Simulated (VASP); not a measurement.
Wanted: the native input for a VASP 6.6.1 run.

| Property | Result |
| --- | --- |
| Task | relaxation of cell and atoms |
| Functional | PBE |
| Potentials or basis | VASP PAW PBE potentials, release 64 (H) |
| Cutoff | 600 eV |
| k mesh | 4 × 4 × 4 |
| Occupations | gaussian, width 0.02 eV |
| Spin | no spin polarisation |
| Dipole correction | no |
| Further INCAR settings | ALGO = Normal; EDIFF = 1e-06; IBRION = 2; EDIFFG = -0.01; NSW = 100; ISIF = 3 |

The structure of H lies in POSCAR:

```
H
1.0
    7.1772243400      0.0000000000      0.0000000000
    0.0000000000      7.1869279200      0.0000000000
    0.0000000000      0.0000000000      7.2081540300
H
8
Direct
    0.3655326100      0.7217362900      0.6472593300
    0.8655326100      0.7782637100      0.3527406700
    0.6344673900      0.2217362900      0.8527406700
    0.1344673900      0.2782637100      0.1472593300
    0.6445223500      0.1492589600      0.7802707100
    0.1445223500      0.3507410400      0.2197292900
    0.3554776500      0.6492589600      0.7197292900
    0.8554776500      0.8507410400      0.2802707100
```

The input as run:

INCAR

```
SYSTEM = H
PREC = Accurate
ENCUT = 600
EDIFF = 1E-6
ISMEAR = 0
SIGMA = 0.02
LREAL = .FALSE.
LASPH = .TRUE.
NELM = 60
ALGO = Normal
ISIF = 3
LWAVE = .FALSE.
LCHARG = .FALSE.
GGA = PE
IBRION = 2
NSW = 100
EDIFFG = -0.01
```

KPOINTS

```
Automatic mesh
0
G
  4 4 4
  0 0 0
```

Potentials or basis: VASP PAW PBE potentials, release 64 (H).

Launch:

```sh
$ cat potpaw_PBE.64/H/POTCAR > POTCAR
$ mpirun -np 1 vasp_std > vasp.out
```

It gave:

```yaml
Relaxed_volume: 46.53 Å³/atom
Relaxed_cell: a = 7.177 Å, b = 7.191 Å, c = 7.213 Å, α = 90.00°, β = 90.00°, γ = 90.00°
Space_group_after_relaxing_to_0.1_Å: P2_12_12_1 (No. 19)
Energy_gained_by_relaxing: 0.7 meV/atom
Ionic_steps: 3
Pressure_after_relaxing: 0.0 GPa
Band_gap_on_the_k_mesh: 9.73 eV (least direct gap 9.74 eV)
```

Caveat: this functional lacks dispersion, which holds the molecules together, so the pressure and a relaxed volume are unreliable.

It took 3.3 min on 1 thread of Intel(R) Xeon(R) Platinum 8488C (Sapphire Rapids) (shared host), peak memory 0.54 GiB.
